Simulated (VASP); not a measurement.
A run of VASP 6.6.1 is set up as follows.

INCAR

```
PREC = Accurate
ENCUT = 520
EDIFF = 1E-6
ISMEAR = 0
SIGMA = 0.05
LREAL = F
LASPH = T
NELM = 100
ALGO = Normal
ISIF = 2
LWAVE = F
LCHARG = T
GGA = CA
LELF = T
LVHAR = T
NBANDS = 16
```

KPOINTS

```
Automatic mesh
0
Gamma
  8 8 8
```

File POSCAR:

```
AgCl
1.0
    0.0000000000      2.7731500000      2.7731500000
    2.7731500000      0.0000000000      2.7731500000
    2.7731500000      2.7731500000      0.0000000000
Ag Cl
1 1
Direct
    0.4977462452      0.4977462452      0.5022537548
    0.0000000000      0.0000000000      0.0000000000
```

Potentials or basis: VASP PAW LDA potentials, release 64 (Ag, Cl).

Run with:

```console
$ cat potpaw_LDA.64/Ag/POTCAR potpaw_LDA.64/Cl/POTCAR > POTCAR
$ mpirun -np 1 vasp_std > vasp.out
```

(1) Estimate the pressure.

(2) Estimate the band gap on the k mesh.

(3) Predict the largest force.

Answers

(1) -5.6 GPa.

(2) 0.64 eV, indirect (least direct gap 2.93 eV).

(3) 0.007 eV/Å.

Caveat: the cell differs from its parent crystal (all Ag atoms moved +0.013 Å, as atom 1 towards its neighbour atom 2 (Cl) at 2.773 Å).
